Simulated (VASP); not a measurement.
Here is a VASP 6.6.1 calculation.

INCAR

```
SYSTEM = BeAs4
  PREC = Accurate
  ENCUT = 600
  EDIFF = 1E-6
  ISMEAR = 0
  SIGMA = 0.1
  LREAL = .FALSE.
  LASPH = .TRUE.
  NELM = 100
  ALGO = Normal
  ISIF = 3
  LWAVE = .FALSE.
  LCHARG = .FALSE.
  GGA = PE
  IBRION = 2
  NSW = 100
  EDIFFG = -0.01
```

File KPOINTS:

```
regular mesh
0
G
  8 8 8
  0 0 0
```

POSCAR

```
BeAs4
1.0
    4.9022966246      0.0000000000      0.0000000000
    0.0000000000      4.9022966246      0.0000000000
    0.0000000000      0.0000000000      4.9022966246
Be As
1 4
Direct
    0.0000000000      0.0000000000      0.0000000000
    0.0000000000      0.5000000000      0.5000000000
    0.5000000000      0.0000000000      0.5000000000
    0.5000000000      0.5000000000      0.0000000000
    0.5000000000      0.5000000000      0.5000000000
```

Potentials or basis: VASP PAW PBE potentials, release 64 (Be, As).

Run with:

```console
$ cat potpaw_PBE.64/Be/POTCAR potpaw_PBE.64/As/POTCAR > POTCAR
$ mpirun -np 1 vasp_std > vasp.out
```

(1) Predict the space group after relaxing (to 0.05 Å).

(2) Estimate the band gap on the k mesh.

(3) Predict the relaxed cell.

Results:

(1) Pm-3m (No. 221).

(2) zero (band 11 reaches 3.92 eV, above the bottom of band 12 at 2.38 eV).

(3) a = 4.936 Å, b = 4.936 Å, c = 4.936 Å, α = 90.00°, β = 90.00°, γ = 90.00°.
